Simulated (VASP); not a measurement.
Runs of VASP 6.6.1 on Sr. The structure is that of space group I4/mmm (No. 139), or close to it. The cells are those of the table. 

```tsv
cell	gap on the mesh (eV)	pressure (GPa)
a = 4.134, b = 4.134, c = 4.303 Å, angles 58.6, 58.6, 62.7°, 1 atom	none	(a)
a = 4.045, b = 4.045, c = 4.130 Å, angles 59.3, 59.3, 61.4°, 1 atom	-	2.1
a = 4.478, b = 4.478, c = 4.303 Å, angles 61.3, 61.3, 57.4°, 1 atom	none	-1.0
a = 4.134, b = 4.134, c = 3.958 Å, angles 61.4, 61.4, 57.2°, 1 atom	-	2.1
```

Alike in all rows: task single point; level PBE; potentials or basis VASP PAW PBE potentials, release 64 (Sr_sv); no spin polarisation; k mesh 14 × 14 × 14; cutoff (eV) 520; smearing gaussian 0.15 eV.

Question: Estimate the missing entries.

Answer: (a) 0.7.

A k mesh can miss the band edges, and the runs leave out spin-orbit coupling on Sr.

A gap of «none» marks levels without a gap at the run's occupations.
